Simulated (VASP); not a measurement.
# KBr (R-3m) in VASP: single point with PBE

Aim: the single point of KBr with PBE.

Program: VASP 6.6.1. These are calculated values, not measurements. Logs are shortened: lines on timing, memory, paths and dates and some standing lists are left out, and cuts for length are marked.

## 1. The cell of the first run

It takes space group R-3m (No. 166, trigonal). The conventional cell has a = 5.758 Å, b = 5.758 Å, c = 7.472 Å, α = 90.00°, β = 90.00°, γ = 120.00°. K (site symmetry -3m) has 8 Br at 3.55 to 3.74 Å and 6 K at 4.15 Å within 4.7 Å. Within 4.7 Å of Br (site symmetry -3m) lie 8 K at 3.55 to 3.74 Å and 6 Br at 4.15 Å.

## 2. Single point, PBE (strained)

File INCAR:

```
SYSTEM = KBr
  PREC = Accurate
  ENCUT = 520
  EDIFF = 1E-7
  ISMEAR = 0
  SIGMA = 0.02
  LREAL = .FALSE.
  LASPH = .TRUE.
  NELM = 60
  ALGO = Normal
  ISIF = 2
  LWAVE = .FALSE.
  LCHARG = .FALSE.
  GGA = PE
  NBANDS = 15
```

File KPOINTS:

```
Automatic mesh
0
G
  6 6 6
  0 0 0
```

File POSCAR:

```
KBr
1.0
    4.1522286881      0.0808699800      0.0808699800
    0.0808699800      4.1522286881      0.0808699800
    0.0808699800      0.0808699800      4.1522286881
K Br
1 1
Direct
    0.0000000000      0.0000000000      0.0000000000
    0.5000000000      0.5000000000      0.5000000000
```

Potentials or basis: VASP PAW PBE potentials, release 64 (K_sv, Br).

The run is started by

```bash
cat potpaw_PBE.64/K_sv/POTCAR potpaw_PBE.64/Br/POTCAR > POTCAR
mpirun -np 1 vasp_std > vasp.out
```

OUTCAR:

```text
SYSTEM = KBr
   PREC = Accurate
   ENCUT = 520
   EDIFF = 1E-7
   ISMEAR = 0
   LREAL = .FALSE.
   LASPH = .TRUE.
   NELM = 60
   ISIF = 2
   GGA = PE

 ion  position               nearest neighbor table
   1  0.000  0.000  0.000-
   2  0.500  0.500  0.500-

  LATTYP: Found a trigonal (rhomboedric) cell.
 ALAT       =     4.1538034361
 COS(alpha) =     0.0393020745

  Lattice vectors:

 A1 = (   4.1522286881,   0.0808699800,   0.0808699800)
 A2 = (   0.0808699800,   4.1522286881,   0.0808699800)
 A3 = (   0.0808699800,   0.0808699800,   4.1522286881)

Analysis of symmetry for initial positions (statically):
=====================================================================
 Subroutine PRICEL returns:
 Original cell was already a primitive cell.

 Routine SETGRP: Setting up the symmetry group for a
 trigonal (rhombohedral) supercell.

 Subroutine GETGRP returns: Found 12 space group operations
 (whereof 12 operations were pure point group operations)
 out of a pool of 12 trial point group operations.

The static configuration has the point symmetry D_3d.

Analysis of symmetry for dynamics (positions and initial velocities):
=====================================================================
 Subroutine PRICEL returns:
 Original cell was already a primitive cell.

 Routine SETGRP: Setting up the symmetry group for a
 trigonal (rhombohedral) supercell.

 Subroutine GETGRP returns: Found 12 space group operations
 (whereof 12 operations were pure point group operations)
 out of a pool of 12 trial point group operations.

The dynamic configuration has the point symmetry D_3d.

 Subroutine INISYM returns: Found 12 space group operations
 (whereof 12 operations are pure point group operations),
 and found     1 'primitive' translations

----------------------------------------------------------------------------------------

                                     Primitive cell

  volume of cell :      71.5082

  direct lattice vectors                    reciprocal lattice vectors
     4.152228688  0.080869980  0.080869980     0.241013872 -0.004604378 -0.004604378
     0.080869980  4.152228688  0.080869980    -0.004604378  0.241013872 -0.004604378
     0.080869980  0.080869980  4.152228688    -0.004604378 -0.004604378  0.241013872

  length of vectors
     4.153803436  4.153803436  4.153803436     0.241101819  0.241101819  0.241101819

  position of ions in fractional coordinates (direct lattice)
     0.000000000  0.000000000  0.000000000
     0.500000000  0.500000000  0.500000000

  ion indices of the primitive-cell ions
   primitive index   ion index
                 1           1
                 2           2

----------------------------------------------------------------------------------------

 KPOINTS: Automatic mesh

Automatic generation of k-mesh.
 Grid dimensions read from file:
 generate k-points for:    6    6    6

 Generating k-lattice:

  Cartesian coordinates                     Fractional coordinates (reciprocal lattice)
     0.040168979 -0.000767396 -0.000767396     0.166666667 -0.000000000 -0.000000000
    -0.000767396  0.040168979 -0.000767396    -0.000000000  0.166666667 -0.000000000
    -0.000767396 -0.000767396  0.040168979    -0.000000000 -0.000000000  0.166666667

  Length of vectors
     0.040183636  0.040183636  0.040183636

  Shift w.r.t. Gamma in fractional coordinates (k-lattice)
     0.000000000  0.000000000  0.000000000

 Subroutine IBZKPT returns following result:
 ===========================================

 Found     32 irreducible k-points:

 Following reciprocal coordinates:
            Coordinates               Weight
  0.000000  0.000000  0.000000      1.000000
  0.166667 -0.000000 -0.000000      6.000000
  0.333333  0.000000  0.000000      6.000000
  0.500000  0.000000  0.000000      3.000000
  0.166667  0.166667  0.000000      6.000000
  0.333333  0.166667  0.000000     12.000000
[... 16 lines left out ...]
  0.500000  0.500000  0.166667      6.000000
 -0.333333  0.500000  0.166667     12.000000
 [... further k-points ...]
   k-points           NKPTS =     32   k-points in BZ     NKDIM =     32   number of bands    NBANDS=     15
   number of dos      NEDOS =    301   number of ions     NIONS =      2
   total plane-waves  NPLWV =  32768
   dimension x,y,z NGX =    32 NGY =   32 NGZ =   32
   dimension x,y,z NGXF=    64 NGYF=   64 NGZF=   64
   ions per type =               1   1
   NGX,Y,Z   is equivalent  to a cutoff of  12.81, 12.81, 12.81 a.u.
   NGXF,Y,Z  is equivalent  to a cutoff of  25.61, 25.61, 25.61 a.u.
 SYSTEM =  KBr
   PREC   = accura    normal or accurate (medium, high low for compatibility)
   ISTART =      0    job   : 0-new  1-cont  2-samecut
   ICHARG =      2    charge: 1-file 2-atom 10-const
   ISPIN  =      1    spin polarized calculation?
   LNONCOLLINEAR =      F non collinear calculations
   LSORBIT =      F    spin-orbit coupling
   LASPH  =      T    aspherical Exc in radial PAW
   ENCUT  =  520.0 eV  38.22 Ry    6.18 a.u.   7.72  7.72  7.72*2*pi/ulx,y,z
   NELM   =     60;   NELMIN=  2; NELMDL= -5     # of ELM steps
   EDIFF  = 0.1E-06   stopping-criterion for ELM
   LREAL  =      F    real-space projection
   EDIFFG = 0.1E-05   stopping-criterion for IOM
   NSW    =      0    number of steps for IOM
   IBRION =     -1    ionic relax: 0-MD 1-quasi-New 2-CG
   NFREE  =      0    steps in history (QN), initial steepest desc. (CG)
   ISIF   =      2    stress and relaxation
   ISYM   =      2    0-nonsym 1-usesym 2-fastsym
   POTIM  = 0.5000    time-step for ionic-motion
   TEBEG  =    0.0;   TEEND  =   0.0 temperature during run
   PSTRESS=    0.0 pullay stress
   NELECT =      16.0000    total number of electrons
   NUPDOWN=      -1.0000    fix difference up-down
   EMIN   =  10.00;   EMAX   =-10.00  energy-range for DOS
   EFERMI =   0.00;   METHOD = LEGACY
   ISMEAR =     0;   SIGMA  =   0.02  broadening in eV -4-tet -1-fermi 0-gaus
   EFERMI_NEDOS =   21; number of points for ismear=-14 and -15
   IALGO  =     38    algorithm
   IMIX   =      4    mixing-type and parameters
     AMIX     =   0.40;   BMIX     =  1.00
     AMIX_MAG =   1.60;   BMIX_MAG =  1.00
  volume/ion in A,a.u.               =      35.75       241.28
  Fermi-wavevector in a.u.,A,eV,Ry     =   0.993870  1.878142 13.439530  0.987778
  Thomas-Fermi vector in A             =   2.125782
   LORBIT       =      0    0 simple, 1 ext, 2 COOP (PROOUT), +10 PAW based schemes
   GGA     = PE    functional components
   LHFCALC =     F    Hartree Fock is set to
   AEXX    =    0.0000 exact exchange contribution
   IVDW    =     0    specifies the selected vdW correction
   LEPSILON=     F    determine dielectric tensor
   LRPA    =     F    only Hartree local field effects (RPA)
 non-spin polarized calculation
 Gauss-broadening in eV      SIGMA  =   0.02
  energy-cutoff  :      520.00
  volume of cell :       71.51
 maximum number of plane-waves:      1950
   NGX = 15   NGY = 15   NGZ = 15

 number of electron      16.0000005 magnetization

 Free energy of the ion-electron system (eV)
  ---------------------------------------------------
  ext. energy  EPLUGINS =         0.00000000
  ---------------------------------------------------
  free energy    TOTEN  =        -6.05971559 eV

  energy without entropy =       -6.05971559  energy(sigma->0) =       -6.05971559

 E-fermi :  -1.0488     XC(G=0):  -7.5004

 val. band max:       -1.1319673169   @ k =   0.5000   0.5000   0.0000
 cond. band min:       2.5216584045   @ k =   0.0000   0.0000   0.0000
 fundamental gap:      3.6536257214
 Fermi energy:        -1.0487631402

 k-point     1 :       0.0000    0.0000    0.0000
  band No.  band energies     occupation
      1     -29.9114      2.00000
      2     -13.7550      2.00000
      3     -13.3471      2.00000
      4     -13.3389      2.00000
      5     -13.3389      2.00000
      6      -1.3894      2.00000
      7      -1.3894      2.00000
      8      -1.3041      2.00000
      9       2.5217      0.00000
     10       4.8158      0.00000
     11       4.8158      0.00000
     12       8.2246      0.00000
     13       8.2246      0.00000
     14       8.5380      0.00000
     15      10.9561      0.00000

 k-point     2 :       0.1667   -0.0000   -0.0000
  band No.  band energies     occupation
      1     -29.9097      2.00000
      2     -13.8159      2.00000
      3     -13.3434      2.00000
      4     -13.3352      2.00000
      5     -13.2741      2.00000
      6      -1.8346      2.00000
      7      -1.3868      2.00000
      8      -1.3162      2.00000
      9       3.0998      0.00000
     10       5.0146      0.00000
     11       5.2797      0.00000
     12       8.1897      0.00000
     13       8.2575      0.00000
     14       8.4886      0.00000
     15      10.0767      0.00000

 k-point     3 :       0.3333    0.0000    0.0000
  band No.  band energies     occupation
      1     -29.9062      2.00000
      2     -13.9118      2.00000
      3     -13.3385      2.00000
      4     -13.3279      2.00000
      5     -13.1658      2.00000
      6      -2.5463      2.00000
      7      -1.3821      2.00000
      8      -1.2911      2.00000
      9       4.2392      0.00000
     10       5.5627      0.00000
     11       6.0763      0.00000
     12       8.1726      0.00000
     13       8.2075      0.00000
     14       8.6551      0.00000
     15       8.6818      0.00000

 k-point     4 :       0.5000    0.0000    0.0000
  band No.  band energies     occupation
      1     -29.9045      2.00000
      2     -13.9531      2.00000
      3     -13.3360      2.00000
      4     -13.3242      2.00000
      5     -13.1175      2.00000
      6      -2.8405      2.00000
      7      -1.3800      2.00000
      8      -1.2779      2.00000
      9       5.0746      0.00000
     10       6.0422      0.00000
     11       6.0972      0.00000
     12       7.7579      0.00000
     13       8.1781      0.00000
     14       8.4290      0.00000
     15       8.8421      0.00000
[... 307 lines left out ...]
 k-point    22 :      -0.1667    0.3333    0.1667
  band No.  band energies     occupation
      1     -29.9029      2.00000
      2     -13.8235      2.00000
      3     -13.3787      2.00000
      4     -13.3589      2.00000
      5     -13.1937      2.00000
      6      -2.3744      2.00000
      7      -1.6685      2.00000
      8      -1.6057      2.00000
      9       4.8783      0.00000
     10       5.8187      0.00000
     11       6.2252      0.00000
     12       7.4094      0.00000
     13       7.5321      0.00000
     14       7.7907      0.00000
     15       9.9239      0.00000

 k-point    23 :       0.5000    0.5000    0.1667
  band No.  band energies     occupation
      1     -29.8964      2.00000
      2     -13.5510      2.00000
      3     -13.4408      2.00000
      4     -13.4345      2.00000
      5     -13.3420      2.00000
      6      -2.3781      2.00000
      7      -2.3322      2.00000
      8      -1.4959      2.00000
      9       4.4458      0.00000
     10       5.9857      0.00000
     11       6.6094      0.00000
     12       6.7060      0.00000
     13       8.2916      0.00000
     14       8.6062      0.00000
     15       9.4804      0.00000

 k-point    24 :      -0.3333    0.5000    0.1667
  band No.  band energies     occupation
      1     -29.8980      2.00000
      2     -13.6739      2.00000
      3     -13.4202      2.00000
      4     -13.3609      2.00000
      5     -13.3099      2.00000
      6      -2.4408      2.00000
      7      -2.1242      2.00000
      8      -1.5290      2.00000
      9       4.8014      0.00000
     10       6.0156      0.00000
     11       6.4117      0.00000
     12       6.9749      0.00000
     13       7.7467      0.00000
     14       8.0877      0.00000
     15       9.5230      0.00000

 [... further k-points ...]
[... 5 lines left out ...]
  --------------------------------------------------------------------------------------
  -------------------------------------------------------------------------------------
  Total       -0.4384385     -0.4384385     -0.4384385      0.0044775      0.0044775      0.0044775
  in kB       -9.8234392     -9.8234392     -9.8234392      0.1003211      0.1003211      0.1003211
  external PRESSURE =      -9.8234392 kB  Pullay stress =       0.0000000 kB

 VOLUME and BASIS-vectors are now :
 -----------------------------------------------------------------------------
  energy-cutoff  :      520.00
  volume of cell :       71.51
      direct lattice vectors                 reciprocal lattice vectors
     4.152228688  0.080869980  0.080869980     0.241013872 -0.004604378 -0.004604378
     0.080869980  4.152228688  0.080869980    -0.004604378  0.241013872 -0.004604378
     0.080869980  0.080869980  4.152228688    -0.004604378 -0.004604378  0.241013872

 POSITION                                       TOTAL-FORCE (eV/Angst)
 -----------------------------------------------------------------------------------
      0.00000      0.00000      0.00000         0.000000     -0.000000      0.000000
      2.15698      2.15698      2.15698        -0.000000      0.000000      0.000000
 -----------------------------------------------------------------------------------
    total drift:                               -0.000000      0.000000     -0.000000

  FREE ENERGIE OF THE ION-ELECTRON SYSTEM (eV)
  ---------------------------------------------------
  free  energy   TOTEN  =        -6.0597155899 eV

  energy  without entropy=       -6.0597155899  energy(sigma->0) =       -6.05971559
```

Wall time 19 s (1 thread of Intel Xeon Platinum 8259CL at 2.50GHz (Skylake/Cascade Lake), shared host); peak memory 0.19 GiB.

Results:

```yaml
Free_energy: -6.0597 eV
Pressure: -1.0 GPa
Band_gap_on_the_k_mesh: 3.65 eV, indirect (least direct gap 3.83 eV)
```

Levels at points of the mesh, in eV from the valence-band top:
```
           k point  band 5  band 6  band 7  band 8  band 9  band 10  band 11  band 12
(0.00, 0.00, 0.00)  -12.21   -0.26   -0.26   -0.17    3.65     5.95     5.95     9.36
(0.50, 0.00, 0.00)  -11.99   -1.71   -0.25   -0.15    6.21     7.17     7.23     8.89
(0.50, 0.50, 0.00)  -12.19   -1.25   -1.20    0.00    5.21     6.43     8.00     8.02
(0.50, 0.50, 0.50)  -12.25   -1.24   -1.21   -1.21    6.96     7.41     7.41     8.82
```

Caveat: the cell differs from its parent crystal (strained). A k mesh can miss the band edges.
